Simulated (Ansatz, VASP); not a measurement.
## InSb2As3 in VASP and in Ansatz

```
In Sb As
1.0
     3.10716    1.79392    4.91308
    -3.10716    1.79392    4.91308
     0.00000   -3.58784    4.91308
In Sb As
1 2 3
Cartesian
  0.0000 0.0000 0.0000
  0.0000 0.0000 9.2311
  0.0000 0.0000 5.5082
  -1.5536 0.8970 2.4565
  1.5536 0.8970 2.4565
  0.0000 -1.7939 2.4565
```

Change from the starting cell: species swapped into the Lu2Al3Fe type (R-3m, No. 166).

Alike in both runs: task relaxation of cell and atoms; functional PBE; k mesh 3 × 3 × 3; occupations gaussian, width 0.1 eV; no spin polarisation.

|  | VASP | Ansatz |
| --- | --- | --- |
| version | VASP 6.6.1 | Ansatz 0.2.0 |
| potentials or method | VASP PAW PBE potentials, release 64 (In_d, Sb, As), cutoff 600 eV | scalar-relativistic, plane waves, PAW |
| valence electrons in the cell | 38 | 88 |

Ansatz gave:

```
gap on the k mesh at the Fermi level, each at its own relaxed structure (eV) : none
relaxed volume (Å³/atom)                                                     : 26.15
relaxed cell length with the largest relative difference (Å)                 : 7.306
```

Problem. What did VASP give for the same quantities?

Solution. gap on the k mesh at the Fermi level, each at its own relaxed structure (eV): none; relaxed volume (Å³/atom): 25.64; relaxed cell length with the largest relative difference (Å): 6.160.

A gap of «none» marks a metal or a gap that the smearing closes. One of these differences is far larger than is usual between the two programs; its cause wasn't traced. VASP's potentials hold 38 valence electrons a cell and Ansatz's 88, so a difference there can come from the potentials and not from the codes.

The k mesh is coarse, so the values compare programs but aren't converged. Neither program's run includes spin-orbit coupling.
